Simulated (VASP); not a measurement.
Here is a VASP 6.6.1 calculation.

Contents of INCAR:

```
ALGO = Fast
EDIFF = 1E-6
ENCUT = 520
GGA = PE
ISIF = 2
ISMEAR = -1
LASPH = T
LCHARG = F
LREAL = F
LWAVE = F
NBANDS = 11
NELM = 100
PREC = Accurate
SIGMA = 0.05
```

KPOINTS

```
k-points
0
Gamma
  9 9 9
```

File POSCAR:

```
Pt
1.0
    0.0000000000      1.9609000000      1.9609000000
    1.9609000000      0.0000000000      1.9609000000
    1.9609000000      1.9609000000      0.0000000000
Pt
1
Direct
    0.0000000000      0.0000000000      0.0000000000
```

Potentials or basis: VASP PAW PBE potentials, release 64 (Pt).

Command:

```sh
$ cat potpaw_PBE.64/Pt/POTCAR > POTCAR
$ mpirun -np 1 vasp_std > vasp.out
```

Question: Predict the pressure.

Answer: 9.1 GPa.

Question: Estimate the band gap on the k mesh.

Answer: Zero (band 5 reaches 11.63 eV, above the bottom of band 6 at 9.55 eV).

Caveat: spin-orbit coupling is left out, which moves the levels of the heavy elements.
